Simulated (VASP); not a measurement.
Here is a VASP 6.6.1 calculation.

The input INCAR:

```
SYSTEM = WS2
PREC = Accurate
ENCUT = 520
EDIFF = 1E-6
ISMEAR = 0
SIGMA = 0.05
LREAL = Auto
LASPH = .TRUE.
NELM = 100
ALGO = Normal
ISIF = 2
LWAVE = .FALSE.
LCHARG = .FALSE.
GGA = PE
NBANDS = 180
LUSENCCL = .FALSE.
```

File KPOINTS:

```
Automatic mesh
0
G
  2 2 2
  0 0 0
```

File POSCAR:

```
WS2
1.0
   -3.1829540000     -5.5130380000      0.0000000000
    3.1829540000     -5.5130380000      0.0000000000
   -1.5914770000     -2.7565190000     28.5322180000
W S
12 24
Direct
    0.8370230000      0.6666670000      0.6592870000
    0.3370230000      0.6666670000      0.6592870000
    0.8370230000      0.1666670000      0.6592870000
    0.3370230000      0.1666670000      0.6592870000
    0.8905660000      0.3333340000      0.8855340000
    0.3905660000      0.3333340000      0.8855340000
    0.8905660000      0.8333340000      0.8855340000
    0.3905660000      0.8333340000      0.8855340000
    0.6161520000      0.3333340000      0.4343620000
    0.1161520000      0.3333340000      0.4343620000
    0.6161520000      0.8333340000      0.4343620000
    0.1161520000      0.8333340000      0.4343620000
    0.6965740000      0.6666660000      0.9401860000
    0.1965740000      0.6666660000      0.9401860000
    0.6965740000      0.1666660000      0.9401860000
    0.1965740000      0.1666660000      0.9401860000
    0.9221510000      0.6666670000      0.4890310000
    0.4221510000      0.6666670000      0.4890310000
    0.9221510000      0.1666670000      0.4890310000
    0.4221510000      0.1666670000      0.4890310000
    0.9763570000      0.3333340000      0.7139520000
    0.4763570000      0.3333340000      0.7139520000
    0.9763570000      0.8333340000      0.7139520000
    0.4763570000      0.8333340000      0.7139520000
    0.7512430000      0.6666660000      0.8308480000
    0.2512430000      0.6666660000      0.8308480000
    0.7512430000      0.1666660000      0.8308480000
    0.2512430000      0.1666660000      0.8308480000
    0.9768120000      0.6666660000      0.3797100000
    0.4768120000      0.6666660000      0.3797100000
    0.9768120000      0.1666660000      0.3797100000
    0.4768120000      0.1666660000      0.3797100000
    0.5310210000      0.3333330000      0.6046250000
    0.0310210000      0.3333330000      0.6046250000
    0.5310210000      0.8333330000      0.6046250000
    0.0310210000      0.8333330000      0.6046250000
```

Potentials or basis: VASP PAW PBE potentials, release 64 (W_sv, S).

Command:

```sh
$ cat potpaw_PBE.64/W_sv/POTCAR potpaw_PBE.64/S/POTCAR > POTCAR
$ mpirun -np 1 vasp_std > vasp.out
```

(1) Predict the largest force.

(2) Predict the band gap on the k mesh.

Results:

(1) 0.211 eV/Å.

(2) 1.70 eV.

Caveat: the k points lie up to 0.57 Å⁻¹ apart; there is no dipole correction, which matters where the two faces differ; spin-orbit coupling is left out, which moves the levels of the heavy elements.
